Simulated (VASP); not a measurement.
# Ti5C in VASP: further runs, part 2 of 2

VASP 6.6.1. Earlier steps stand in the parts before.

## (3) Single point, LDA

Contents of INCAR:

```
PREC = Accurate
ENCUT = 520
EDIFF = 1E-7
ISMEAR = 0
SIGMA = 0.1
LREAL = F
LASPH = T
NELM = 100
ALGO = Normal
ISIF = 2
LWAVE = F
LCHARG = T
LDIPOL = T
IDIPOL = 3
DIPOL = 0.5 0.5 0.385
LELF = T
LVHAR = T
LVACPOTAV = T
NBANDS = 41
```

Contents of KPOINTS:

```
Automatic mesh
0
Gamma
  9 9 1
```

Contents of POSCAR:

```
Ti5C
1.0
    2.8641158414      0.0000000000      0.0000000000
   -1.4320579207      2.4803970780      0.0000000000
    0.0000000000      0.0000000000     24.4912544910
Ti C
5 1
Direct
    0.6666666667      0.3333333333      0.1633236060
    0.3333333333      0.6666666667      0.2559153301
    0.6666666667      0.3333333333      0.3495150200
    0.3333333333      0.6666666667      0.4443907180
    0.6666666667      0.3333333333      0.5304446326
    1.0000000000      1.0000000000      0.5691834573
```

Potentials or basis: VASP PAW LDA potentials, release 64 (Ti_sv, C).

Launch:

```bash
> cat potpaw_LDA.64/Ti_sv/POTCAR potpaw_LDA.64/C/POTCAR > POTCAR
> mpirun -np 1 vasp_std > vasp.out
```

OUTCAR:

```text
PREC = Accurate
   ENCUT = 520
   EDIFF = 1E-7
   ISMEAR = 0
   LREAL = F
   LASPH = T
   NELM = 100
   ISIF = 2

 ion  position               nearest neighbor table
   1  0.667  0.333  0.163-   2 2.81   2 2.81   2 2.81
   2  0.333  0.667  0.256-   1 2.81   1 2.81   1 2.81   3 2.83   3 2.83   3 2.83
   3  0.667  0.333  0.350-   2 2.83   2 2.83   2 2.83   4 2.85   4 2.85   4 2.85
   4  0.333  0.667  0.444-   5 2.68   5 2.68   5 2.68   3 2.85   3 2.85   3 2.85
   5  0.667  0.333  0.530-   6 1.91   6 1.91   6 1.91   4 2.68   4 2.68   4 2.68
   6  0.000  0.000  0.569-   5 1.91   5 1.91   5 1.91

  LATTYP: Found a hexagonal cell.
 ALAT       =     2.8641158414
 C/A-ratio  =     8.5510698056

  Lattice vectors:

 A1 = (   2.8641158414,   0.0000000000,   0.0000000000)
 A2 = (  -1.4320579207,   2.4803970780,   0.0000000000)
 A3 = (   0.0000000000,   0.0000000000,  24.4912544910)

Analysis of symmetry for initial positions (statically):
=====================================================================
 Subroutine PRICEL returns:
 Original cell was already a primitive cell.

 Routine SETGRP: Setting up the symmetry group for a
 hexagonal supercell.

[... 172 lines left out ...]

 k-point     1 :       0.0000    0.0000    0.0000
  band No.  band energies     occupation
      1     -54.8820      2.00000
      2     -54.6649      2.00000
      3     -54.5853      2.00000
      4     -54.5120      2.00000
      5     -53.1007      2.00000
      6     -31.7462      2.00000
[... 517 lines left out ...]
     40       3.1681      0.00000
     41       3.9564      0.00000

------------------------ aborting loop because EDIFF is reached ----------------------------------------

  FORCE on cell =-STRESS in cart. coord.  units (eV):
  Direction    XX          YY          ZZ          XY          YZ          ZX
  --------------------------------------------------------------------------------------
  -------------------------------------------------------------------------------------
  Total        4.6233056      4.6233056      0.2884891      0.0000000      0.0000000      0.0000000
  in kB       42.5735987     42.5735987      2.6565450      0.0000000      0.0000000      0.0000000
  external PRESSURE =      29.2679141 kB  Pullay stress =       0.0000000 kB

 VOLUME and BASIS-vectors are now :
 -----------------------------------------------------------------------------
  energy-cutoff  :      520.00
  volume of cell :      173.99
      direct lattice vectors                 reciprocal lattice vectors
     2.864115841  0.000000000  0.000000000     0.349147889  0.201580628  0.000000000
    -1.432057921  2.480397078  0.000000000     0.000000000  0.403161255  0.000000000
     0.000000000  0.000000000 24.491254491     0.000000000  0.000000000  0.040830902

 POSITION                                       TOTAL-FORCE (eV/Angst)
 -----------------------------------------------------------------------------------
      1.43206      0.82680      4.00000         0.000000     -0.000000      0.564525
     -0.00000      1.65360      6.26769        -0.000000     -0.000000     -0.509337
      1.43206      0.82680      8.56006         0.000000     -0.000000      0.157546
     -0.00000      1.65360     10.88369         0.000000      0.000000     -1.241383
      1.43206      0.82680     12.99125        -0.000000      0.000000      0.974642
      0.00000      0.00000     13.94002        -0.000000      0.000000      0.054006
 -----------------------------------------------------------------------------------
    total drift:                               -0.000000      0.000000     -0.000337

  FREE ENERGIE OF THE ION-ELECTRON SYSTEM (eV)
  ---------------------------------------------------
  free  energy   TOTEN  =       -48.9161873303 eV

  energy  without entropy=      -48.8691080464  energy(sigma->0) =      -48.89264769

 vacuum level on the upper side and lower side of the slab         8.312         5.987
```

stdout:

```text
POSCAR found type information on POSCAR TiC
 POSCAR found :  2 types and       6 ions
 scaLAPACK will be used
 LDA part: xc-table for (Slater(with rela. corr.)+CA(PZ))
 , standard interpolation
 POSCAR, INCAR and KPOINTS ok, starting setup
 FFT: planning ... GRIDC
 FFT: planning ... GRID_SOFT
 FFT: planning ... GRID
 WAVECAR not read
 entering main loop
 -----------------------------------------------------------------------------
|                                                                             |
|           W    W    AA    RRRRR   N    N  II  N    N   GGGG   !!!           |
|           W    W   A  A   R    R  NN   N  II  NN   N  G    G  !!!           |
|           W    W  A    A  R    R  N N  N  II  N N  N  G       !!!           |
|           W WW W  AAAAAA  RRRRR   N  N N  II  N  N N  G  GGG   !            |
|           WW  WW  A    A  R   R   N   NN  II  N   NN  G    G                |
|           W    W  A    A  R    R  N    N  II  N    N   GGGG   !!!           |
|                                                                             |
|     Did not find any points to average over, which means that no vacuum     |
|     field-free region was found. Please increase the size of  your cell     |
|     in the dimension of the dipole correction to obtain accurate            |
|     workfunction values.                                                    |
|                                                                             |
 -----------------------------------------------------------------------------
```

Wall time 3.7 min (1 thread of AMD EPYC 9R45 (Zen 5), shared host); peak memory 0.26 GiB.

Results:

| Item | Value |
| --- | --- |
| Free energy | -48.9162 eV |
| Largest force | 1.241 eV/Å |
| Band gap on the k mesh | zero (band 32 reaches 1.99 eV, above the bottom of band 33 at 1.13 eV) |

Forces on the atoms (eV/Å):
```
Ti   0.000  0.000  0.565
Ti   0.000  0.000 -0.509
Ti   0.000  0.000  0.158
Ti   0.000  0.000 -1.241
Ti   0.000  0.000  0.975
C    0.000  0.000  0.054
```

Levels at points of the mesh, in eV from the Fermi level:
| k point | band 28 | band 29 | band 30 | band 31 | band 32 | band 33 | band 34 | band 35 | band 36 | band 37 |
| --- | --- | --- | --- | --- | --- | --- | --- | --- | --- | --- |
| (0.00, 0.00, 0.00) | -0.96 | -0.18 | 0.28 | 0.47 | 0.72 | 0.72 | 0.75 | 0.79 | 0.79 | 0.89 |

## (4) Single point, LDA

Contents of INCAR:

```
SYSTEM = Ti5C
PREC = Accurate
ENCUT = 520
EDIFF = 1E-6
ISMEAR = 0
SIGMA = 0.1
LREAL = .False.
LASPH = .True.
NELM = 100
ALGO = Normal
ISIF = 2
LWAVE = .False.
LCHARG = .True.
LDIPOL = .True.
IDIPOL = 3
DIPOL = 0.5 0.5 0.385
GGA = CA
LELF = .True.
LVHAR = .True.
LVACPOTAV = .True.
NBANDS = 41
```

Contents of KPOINTS:

```
regular mesh
0
Gamma
  9 9 1
  0 0 0
```

Edit POSCAR of step 3 so:

```diff
@@ -13,2 +13,2 @@
     0.6666666667      0.3333333333      0.5304446326
-    1.0000000000      1.0000000000      0.5691834573
+    1.3333333333      0.6666666667      0.5675675160
```

Potentials or basis: VASP PAW LDA potentials, release 64 (Ti_sv, C).

Launch:

```bash
> cat potpaw_LDA.64/Ti_sv/POTCAR potpaw_LDA.64/C/POTCAR > POTCAR
> mpirun -np 1 vasp_std > vasp.out
```

OUTCAR:

```text
SYSTEM = Ti5C
   PREC = Accurate
   ENCUT = 520
   EDIFF = 1E-6
   ISMEAR = 0
   LREAL = .False.
   LASPH = .True.
   NELM = 100
   ISIF = 2
   GGA = CA

 ion  position               nearest neighbor table
   1  0.667  0.333  0.163-   2 2.81   2 2.81   2 2.81
   2  0.333  0.667  0.256-   1 2.81   1 2.81   1 2.81   3 2.83   3 2.83   3 2.83
   3  0.667  0.333  0.350-   2 2.83   2 2.83   2 2.83   4 2.85   4 2.85   4 2.85
   4  0.333  0.667  0.444-   5 2.68   5 2.68   5 2.68   3 2.85   3 2.85   3 2.85
   5  0.667  0.333  0.530-   6 1.89   6 1.89   6 1.89   4 2.68   4 2.68   4 2.68
   6  0.333  0.667  0.568-   5 1.89   5 1.89   5 1.89

  LATTYP: Found a hexagonal cell.
 ALAT       =     2.8641158414
 C/A-ratio  =     8.5510698056

  Lattice vectors:

 A1 = (   2.8641158414,   0.0000000000,   0.0000000000)
 A2 = (  -1.4320579207,   2.4803970780,   0.0000000000)
 A3 = (   0.0000000000,   0.0000000000,  24.4912544910)

Analysis of symmetry for initial positions (statically):
=====================================================================
 Subroutine PRICEL returns:
 Original cell was already a primitive cell.
[... 174 lines left out ...]
 fundamental gap:      0.0070058064
 Fermi energy:         1.4239611054

 k-point     1 :       0.0000    0.0000    0.0000
  band No.  band energies     occupation
      1     -54.7314      2.00000
      2     -54.5778      2.00000
      3     -54.5029      2.00000
      4     -54.4134      2.00000
      5     -53.3971      2.00000
      6     -31.6101      2.00000
[... 517 lines left out ...]
     40       3.4552      0.00000
     41       3.6802      0.00000

------------------------ aborting loop because EDIFF is reached ----------------------------------------

  FORCE on cell =-STRESS in cart. coord.  units (eV):
  Direction    XX          YY          ZZ          XY          YZ          ZX
  --------------------------------------------------------------------------------------
  -------------------------------------------------------------------------------------
  Total        5.9675063      5.9675063      0.5561492      0.0000000      0.0000000      0.0000000
  in kB       54.9516387     54.9516387      5.1212868      0.0000000      0.0000000      0.0000000
  external PRESSURE =      38.3415214 kB  Pullay stress =       0.0000000 kB

 VOLUME and BASIS-vectors are now :
 -----------------------------------------------------------------------------
  energy-cutoff  :      520.00
  volume of cell :      173.99
      direct lattice vectors                 reciprocal lattice vectors
     2.864115841  0.000000000  0.000000000     0.349147889  0.201580628  0.000000000
    -1.432057921  2.480397078  0.000000000     0.000000000  0.403161255  0.000000000
     0.000000000  0.000000000 24.491254491     0.000000000  0.000000000  0.040830902

 POSITION                                       TOTAL-FORCE (eV/Angst)
 -----------------------------------------------------------------------------------
      1.43206      0.82680      4.00000        -0.000000      0.000000      0.546354
     -0.00000      1.65360      6.26769         0.000000     -0.000000     -0.522168
      1.43206      0.82680      8.56006        -0.000000     -0.000000      0.214149
     -0.00000      1.65360     10.88369         0.000000     -0.000000     -1.367156
      1.43206      0.82680     12.99125        -0.000000     -0.000000      1.060525
     -0.00000      1.65360     13.90044        -0.000000      0.000000      0.068296
 -----------------------------------------------------------------------------------
    total drift:                               -0.000000      0.000000     -0.001034

  FREE ENERGIE OF THE ION-ELECTRON SYSTEM (eV)
  ---------------------------------------------------
  free  energy   TOTEN  =       -48.9211122876 eV

  energy  without entropy=      -48.8682718740  energy(sigma->0) =      -48.89469208

 vacuum level on the upper side and lower side of the slab         8.125         6.109
```

OSZICAR:

```text
N       E                     dE             d eps       ncg     rms          rms(c)
DAV:   1     0.858260039982E+03    0.85826E+03   -0.34758E+04  1064   0.171E+03
DAV:   2     0.614759830996E+02   -0.79678E+03   -0.77578E+03  1035   0.538E+02
DAV:   3    -0.411959438097E+02   -0.10267E+03   -0.98828E+02  1693   0.169E+02
[... 26 lines left out ...]
DAV:  30    -0.489210660122E+02   -0.49656E-04   -0.89115E-06  1067   0.201E-02    0.130E-02
DAV:  31    -0.489210947493E+02   -0.28737E-04   -0.51625E-06   990   0.132E-02    0.437E-03
DAV:  32    -0.489211084540E+02   -0.13705E-04   -0.18580E-06   720   0.723E-03    0.357E-03
DAV:  33    -0.489211114396E+02   -0.29855E-05   -0.64055E-07   600   0.508E-03    0.148E-03
DAV:  34    -0.489211122876E+02   -0.84800E-06   -0.22782E-07   553   0.369E-03
   1 F= -.48921112E+02 E0= -.48894692E+02  d E =-.528404E-01
```

It took 3 min on 1 thread of AMD EPYC 9R45 (Zen 5), shared host; peak memory 0.26 GiB.

What came out:

* Free energy: -48.9211 eV
* Largest force: 1.367 eV/Å
* Band gap on the k mesh: zero (band 32 reaches 2.12 eV, above the bottom of band 33 at 1.30 eV)

Forces in eV/Å, atoms in the order of the input:
```
Ti   0.000  0.000  0.546
Ti   0.000  0.000 -0.522
Ti   0.000  0.000  0.214
Ti   0.000  0.000 -1.367
Ti   0.000  0.000  1.061
C    0.000  0.000  0.068
```
